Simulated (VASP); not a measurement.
# Ba8Hf8O23 (a cell with a defect) in VASP: further runs, part 2 of 3

VASP 6.6.1. Earlier steps stand in the parts before.

**3. Single point, HSE06**

The input, POSCAR:

```
Ba8Hf8O23
1.0
    8.3151870000      0.0000000000      0.0000000000
    0.0000000000      8.3151870000      0.0000000000
    0.0000000000      0.0000000000      8.3151870000
Ba Hf O
8 8 23
Direct
    0.9907300000      0.9901260000      0.9998290000
    0.9930540000      0.9923340000      0.4991030000
    0.9912690000      0.5092340000      0.0000120000
    0.9929200000      0.5074960000      0.5000460000
    0.5098230000      0.9906100000      0.0000530000
    0.5082300000      0.9922600000      0.5000120000
    0.5103800000      0.5097120000      0.0002060000
    0.5080790000      0.5074280000      0.5009220000
    0.2507340000      0.2501000000      0.2332590000
    0.2503350000      0.2497200000      0.7667550000
    0.2506960000      0.7497000000      0.2531120000
    0.2504450000      0.7500740000      0.7469190000
    0.7504200000      0.2500140000      0.2531280000
    0.7506920000      0.2497560000      0.7469340000
    0.7505400000      0.7498360000      0.2500090000
    0.7505990000      0.7499160000      0.7500400000
    0.2504020000      0.2500790000      0.0000070000
    0.2506780000      0.7497260000      0.0000170000
    0.2504620000      0.7500260000      0.5000160000
    0.7507120000      0.2497930000      0.0000230000
    0.7504080000      0.2499800000      0.5000260000
    0.7504820000      0.7499330000      0.0000250000
    0.7506740000      0.7498410000      0.5000280000
    0.0066440000      0.2504430000      0.2695540000
    0.0059730000      0.2493530000      0.7314910000
    0.0006480000      0.7499090000      0.2466000000
    0.0005960000      0.7498960000      0.7536500000
    0.4951240000      0.2503860000      0.2683090000
    0.4944740000      0.2492700000      0.7307750000
    0.5005450000      0.7498230000      0.2466350000
    0.5004810000      0.7498290000      0.7532410000
    0.2511620000      0.0059690000      0.2692080000
    0.2500730000      0.0053050000      0.7317150000
    0.2510590000      0.4944650000      0.2685610000
    0.2499790000      0.4937930000      0.7304760000
    0.7506170000      0.9999530000      0.2467770000
    0.7505660000      0.9999080000      0.7534430000
    0.7505650000      0.4998400000      0.2464380000
    0.7504650000      0.4998060000      0.7534400000
```

The input, INCAR.step1:

```
PREC = Accurate ; ENCUT = 520
EDIFF = 1E-5 ; ISMEAR = -1
SIGMA = 0.05 ; LREAL = Auto
LASPH = T ; NELM = 120
ALGO = Normal ; ISIF = 2
LWAVE = T ; LCHARG = F
NBANDS = 174 ; GGA = PE
NELECT = 296.0 ; ISYM = -1
GGA_COMPAT = F
```

The input, INCAR.step2:

```
PREC = Accurate ; ENCUT = 520
EDIFF = 1E-6 ; ISMEAR = -1
SIGMA = 0.05 ; LREAL = Auto
LASPH = T ; NELM = 120
ALGO = Normal ; ISIF = 2
LWAVE = F ; LCHARG = F
GGA = PE ; LHFCALC = T
HFSCREEN = 0.2079 ; PRECFOCK = Fast
NBANDS = 174 ; ISTART = 1
NELECT = 296.0 ; ISYM = -1
GGA_COMPAT = F
```

The input, KPOINTS:

```
explicit points
1
Reciprocal
  0.25000000   0.25000000   0.25000000 1
```

Potentials or basis: VASP PAW PBE potentials, release 64 (Ba_sv, Hf_pv, O).

Command:

```bash
$ cat potpaw_PBE.64/Ba_sv/POTCAR potpaw_PBE.64/Hf_pv/POTCAR potpaw_PBE.64/O/POTCAR > POTCAR
$ cp INCAR.step1 INCAR
$ mpirun -np 1 vasp_std > vasp.out
$ cp INCAR.step2 INCAR
$ mpirun -np 1 vasp_std > vasp.out
```

OUTCAR:

```text
PREC = Accurate
   ENCUT = 520
   EDIFF = 1E-6
   ISMEAR = -1
   LREAL = Auto
   LASPH = T
   NELM = 120
   ISIF = 2
   GGA = PE
   LHFCALC = T
   HFSCREEN = 0.2079
   PRECFOCK = Fast
   ISTART = 1
   NELECT = 296.0
   ISYM = -1

 ion  position               nearest neighbor table
   1  0.991  0.990  1.000-  22 2.82  27 2.86  37 2.86  26 2.86  36 2.87  20 2.94  18 2.94  17 3.06
                            33 3.10  25 3.10  32 3.12  24 3.12  16 3.51  15 3.51  14 3.61  12 3.62
[... 416 lines left out ...]
  Total      -13.6760070    -13.6639175     -7.7189865     -1.4146105     -1.6295460     -1.6321872
  in kB      -38.1113064    -38.0776161    -21.5107127     -3.9421341     -4.5411008     -4.5484611
  external PRESSURE =     -32.5665451 kB  Pullay stress =       0.0000000 kB

 VOLUME and BASIS-vectors are now :
 -----------------------------------------------------------------------------
  energy-cutoff  :      520.00
  volume of cell :      574.93
      direct lattice vectors                 reciprocal lattice vectors
     8.315187000  0.000000000  0.000000000     0.120261877  0.000000000  0.000000000
     0.000000000  8.315187000  0.000000000     0.000000000  0.120261877  0.000000000
     0.000000000  0.000000000  8.315187000     0.000000000  0.000000000  0.120261877

 POSITION                                       TOTAL-FORCE (eV/Angst)
 -----------------------------------------------------------------------------------
      8.23811      8.23308      8.31377         0.077654      0.074650      0.002747
      8.25743      8.25144      4.15013         0.007698      0.008693      0.008956
      8.24259      4.23438      0.00010         0.070315     -0.071166      0.000136
      8.25632      4.21992      4.15798         0.009957     -0.008888     -0.000770
      4.23927      8.23711      0.00044        -0.069241      0.070547     -0.000922
      4.22603      8.25083      4.15769        -0.012196      0.009972      0.000221
[... 31 lines left out ...]
      6.24109      4.15626      2.04918         0.002153     -0.011480      0.028529
      6.24026      4.15598      6.26499         0.004660     -0.015434     -0.025608
 -----------------------------------------------------------------------------------
    total drift:                               -0.000068     -0.007773     -0.000947

  FREE ENERGIE OF THE ION-ELECTRON SYSTEM (eV)
  ---------------------------------------------------
  free  energy   TOTEN  =      -410.6018664814 eV

  energy  without entropy=     -410.6018664813  energy(sigma->0) =     -410.60186648
```

OUTCAR.step1:

```text
PREC = Accurate
   ENCUT = 520
   EDIFF = 1E-5
   ISMEAR = -1
   LREAL = Auto
[... 437 lines left out ...]
      4.23927      8.23711      0.00044        -0.106853      0.107869     -0.000920
      4.22603      8.25083      4.15769        -0.052797      0.050294      0.000164
[... 31 lines left out ...]
      6.24109      4.15626      2.04918         0.001487     -0.009961      0.014438
      6.24026      4.15598      6.26499         0.005482     -0.011956     -0.012141
 -----------------------------------------------------------------------------------
    total drift:                                0.012426     -0.010850     -0.000749

  FREE ENERGIE OF THE ION-ELECTRON SYSTEM (eV)
  ---------------------------------------------------
  free  energy   TOTEN  =      -346.7612175638 eV

  energy  without entropy=     -346.7612175638  energy(sigma->0) =     -346.76121756
```

Run time: 15 min. Hardware: 1 thread of Intel Xeon 6975P-C (Granite Rapids), shared host; peak memory 0.78 GiB.

What came out:

| Quantity | Value |
| --- | --- |
| Free energy | -410.6019 eV |
| Largest force | 0.159 eV/Å |

Forces on the atoms (eV/Å):
```
Ba   0.078  0.075  0.003
Ba   0.008  0.009  0.009
Ba   0.070 -0.071  0.000
Ba   0.010 -0.009 -0.001
Ba  -0.069  0.071 -0.001
Ba  -0.012  0.010  0.000
Ba  -0.077 -0.078 -0.003
Ba  -0.008 -0.009 -0.009
Hf  -0.002 -0.001 -0.157
Hf   0.004  0.002  0.159
Hf   0.002  0.002  0.056
Hf  -0.002 -0.003 -0.055
Hf   0.000  0.003  0.055
Hf   0.002 -0.003 -0.056
Hf   0.000 -0.001 -0.019
Hf   0.000  0.002  0.019
O   -0.003 -0.001  0.000
O   -0.003  0.002  0.000
O   -0.003  0.000  0.000
O   -0.004  0.001  0.001
O   -0.002 -0.001  0.000
O   -0.003  0.001  0.001
O   -0.004  0.001  0.000
O    0.107 -0.007 -0.099
O    0.106  0.006  0.088
O    0.016  0.000  0.024
O    0.013 -0.001 -0.029
O   -0.105 -0.003 -0.087
O   -0.105  0.010  0.096
O   -0.008  0.000  0.025
O   -0.011  0.000 -0.022
O   -0.008  0.104 -0.095
O    0.002  0.105  0.087
O   -0.005 -0.106 -0.090
O    0.006 -0.106  0.100
O    0.002  0.014  0.023
O    0.003  0.010 -0.026
O    0.002 -0.011  0.029
O    0.005 -0.015 -0.026
```

Caveat: the cell carries a net charge on a neutralising background, which shifts energy and pressure; the cell is charged against a uniform background, so pressure and absolute levels hang on convention; the PAW data sets were made with another functional, which shifts forces and pressure a little.

(Continued in part 3 of 3.)
